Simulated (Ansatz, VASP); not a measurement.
**Two plane-wave programs on Be4Se3**

```
Be Se
1.0
    -4.01742    4.01742    4.01742
     4.01742   -4.01742    4.01742
     4.01742    4.01742   -4.01742
Be Se
8 6
Direct
  0.50000 0.00000 0.57031
  0.00000 0.07031 0.50000
  0.07031 0.50000 0.00000
  0.57031 0.50000 0.00000
  0.50000 0.00000 0.07031
  0.00000 0.57031 0.50000
  0.92969 0.92969 0.92969
  0.42969 0.42969 0.42969
  0.12500 0.75000 0.87500
  0.62500 0.37500 0.25000
  0.75000 0.87500 0.12500
  0.87500 0.12500 0.75000
  0.37500 0.25000 0.62500
  0.25000 0.62500 0.37500
```

Alike in both runs: functional PBE; k mesh 3 × 3 × 3; occupations gaussian, width 0.2 eV; no spin polarisation.

Ansatz relaxed the structure, and its values are those at the end. VASP's run is a single point on that final structure, the one shown.

|  | VASP | Ansatz |
| --- | --- | --- |
| version | VASP 6.6.1 | Ansatz 0.2.0 |
| potentials or method | VASP PAW PBE potentials, release 64 (Be, Se), cutoff 520 eV | scalar-relativistic, plane waves, PAW |
| valence electrons in the cell | 52 | 112 |

|  | VASP | Ansatz | Ansatz less VASP |
| --- | --- | --- | --- |
| gap on the k mesh at the Fermi level (eV) | none | none | - |
| pressure (GPa) | 0.4 | 0.2 | -0.16 |
| rms of the force components (eV/Å) | 0.010 | 0.011 | +0.0006 |

A gap of «none» marks a metal or a gap that the smearing closes. With one functional, cell and mesh, what is left measures potentials, basis and numerics. VASP's potentials hold 52 valence electrons a cell and Ansatz's 112, so a difference there can come from the potentials and not from the codes.

The k mesh is coarse, so the values compare programs but aren't converged.
